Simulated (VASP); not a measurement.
Set up this calculation in VASP 6.6.1, as the native input.

```
Task                   : single point
Functional             : PBE
Potentials or basis    : VASP PAW PBE potentials, release 64 (Mg, Sn_d, N)
Cutoff                 : 520 eV
k mesh                 : 4 × 4 × 3
Occupations            : gaussian, width 0.2 eV
Spin                   : no spin polarisation
Dipole correction      : no
Further INCAR settings : ALGO = Normal; EDIFF = 1e-06; NBANDS = 31
```

The structure of Mg3Sn2N2 lies in POSCAR:

```
Mg3Sn2N2
1.0
    3.2873724467     -3.6061923550      0.0000000000
    3.2873724467      3.6061923550      0.0000000000
    0.0000000000      0.0000000000      7.6255341797
Mg Sn N
3 2 2
Direct
    0.5000000000      0.5000000000      0.2055071599
    0.0000000000      0.5000000000      0.4803447136
    0.5000000000      0.0000000000      0.4803447136
    0.7582322641      0.7582322641      0.8048316942
    0.2417677359      0.2417677359      0.8048316942
    0.5000000000      0.5000000000     -0.0489411700
    0.0000000000      0.0000000000      0.9708136146
```

The cell was built from a structure type or drawn by symmetry, and may not be a known phase.

The input as run:

INCAR

```
PREC = Accurate
ENCUT = 520
EDIFF = 1E-6
ISMEAR = 0
SIGMA = 0.2
LREAL = F
LASPH = T
NELM = 100
ALGO = Normal
ISIF = 2
LWAVE = F
LCHARG = T
GGA = PE
LELF = T
LVHAR = T
NBANDS = 31
```

KPOINTS

```
Automatic mesh
0
Gamma
  4 4 3
```

Potentials or basis: VASP PAW PBE potentials, release 64 (Mg, Sn_d, N).

Run with:

```sh
$ cat potpaw_PBE.64/Mg/POTCAR potpaw_PBE.64/Sn_d/POTCAR potpaw_PBE.64/N/POTCAR > POTCAR
$ mpirun -np 1 vasp_std > vasp.out
```

It gave:

```yaml
Pressure: -0.1 GPa
Largest_force: 0.081 eV/Å
Band_gap_on_the_k_mesh: zero (bands 22 and 23 overlap by 0.30 eV)
```

Caveat: spin-orbit coupling is left out, which moves the levels of the heavy elements.

It took 35 s on 1 thread of Intel(R) Xeon(R) 6975P-C (Granite Rapids), with other jobs on the host, peak memory 0.3 GiB.
